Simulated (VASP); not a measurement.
A run of VASP 6.6.1 is set up as follows.

Contents of INCAR:

```
PREC = Accurate
ENCUT = 520
EDIFF = 1E-6
ISMEAR = -1
SIGMA = 0.05
LREAL = F
LASPH = T
NELM = 60
ALGO = Normal
ISIF = 2
LWAVE = F
LCHARG = T
GGA = PS
LELF = T
LVHAR = T
NBANDS = 19
```

The input KPOINTS:

```
Automatic mesh
0
Gamma
  15 15 8
```

File POSCAR:

```
Zr
1.0
    1.5925784071     -2.7584267162      0.0000000000
    1.5925784071      2.7584267161      0.0000000000
    0.0000000000      0.0000000000      5.1147995791
Zr
2
Direct
    0.6666666670      0.3333333330      0.2500000000
    0.3333333330      0.6666666670      0.7500000000
```

Potentials or basis: VASP PAW PBE potentials, release 64 (Zr_sv).

Launch:

```sh
$ cat potpaw_PBE.64/Zr_sv/POTCAR > POTCAR
$ mpirun -np 1 vasp_std > vasp.out
```

(1) Predict the band gap on the k mesh.

(2) What does it give for the pressure?

Answers

(1) zero (bands 12 and 13 overlap by 1.31 eV).

(2) 0.0 GPa.

Caveat: the PAW data sets were made with another functional, which shifts forces and pressure a little.
